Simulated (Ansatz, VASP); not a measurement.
## KI2: VASP beside Ansatz

```
CELL_PARAMETERS angstrom
4.71233 0.00000 0.00000
0.00000 4.71233 0.00000
0.00000 0.00000 6.53748
ATOMIC_POSITIONS crystal
K 0.00000 0.00000 0.00000
I 0.50000 0.50000 0.25188
I 0.50000 0.50000 0.74812
```

Change from the starting cell: species swapped into the FeSi2 type (P4/mmm, No. 123).

Alike in both runs: functional PBE; k mesh 10 × 10 × 8; occupations gaussian, width 0.1 eV; no spin polarisation.

Ansatz relaxed the structure, and its values are those at the end. VASP's run is a single point on that final structure, the one shown.

```csv
,VASP,Ansatz
version,VASP 6.6.1,Ansatz 0.2.0
potentials or method,"VASP PAW PBE potentials, release 64 (K_sv, I), cutoff 520 eV","scalar-relativistic, plane waves, PAW"
valence electrons in the cell,23,43
```

|  | VASP | Ansatz | Ansatz less VASP |
| --- | --- | --- | --- |
| gap on the k mesh at the Fermi level (eV) | none | none | - |
| pressure (GPa) | 0.0 | 0.0 | 0.00 |
| rms of the force components (eV/Å) | 0.003 | 0.001 | -0.0022 |

A gap of «none» marks a metal or a gap that the smearing closes. VASP's potentials hold 23 valence electrons a cell and Ansatz's 43, so a difference there can come from the potentials and not from the codes.

Spin-orbit coupling is off throughout.
